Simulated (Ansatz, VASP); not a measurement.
One calculation of AlAs, two programs

INCAR

```
PREC = Accurate
ENCUT = 500
EDIFF = 1E-6
ISMEAR = 0
SIGMA = 0.01
LREAL = F
LASPH = T
NELM = 120
ALGO = Normal
ISIF = 2
LWAVE = F
LCHARG = F
GGA = PE
NBANDS = 11
GGA_COMPAT = F
```

Contents of KPOINTS:

```
Automatic mesh
0
Gamma
  8 8 8
```

POSCAR

```
AlAs
1.0
    0.0000000000      2.8304000000      2.8304000000
    2.8304000000      0.0000000000      2.8304000000
    2.8304000000      2.8304000000      0.0000000000
Al As
1 1
Direct
    0.0000000000      0.0000000000      0.0000000000
    0.2500000000      0.2500000000      0.2500000000
```

Input for Ansatz:

```yaml
crystal:
  lattice:
    - [0.0, 2.8304, 2.8304]
    - [2.8304, 0.0, 2.8304]
    - [2.8304, 2.8304, 0.0]
  atoms:
    - { symbol: Al, position: [0.0, 0.0, 0.0] }
    - { symbol: As, position: [0.25, 0.25, 0.25] }
kpoints:
  mp_grid:
    grid: [8, 8, 8]
scf:
  occupations:
    method: fixed
output:
  eigenvalues: true
```

Alike in both runs: task single point; functional PBE; k mesh 8 × 8 × 8; no spin polarisation.

```csv
,VASP,Ansatz
version,VASP 6.6.1,Ansatz 0.2.0
potentials or method,"VASP PAW PBE potentials, release 64 (Al, As)","plane waves, PAW"
plane-wave cutoff (eV),500,420
occupations,"gaussian, width 0.01 eV",fixed
valence electrons in the cell,8,18
```

|  | VASP | Ansatz | Ansatz less VASP |
| --- | --- | --- | --- |
| gap on the k mesh at the Fermi level (eV) | 1.43 | 1.44 | +0.010 |

VASP's potentials hold 8 valence electrons a cell and Ansatz's 18, so a difference there can come from the potentials and not from the codes.
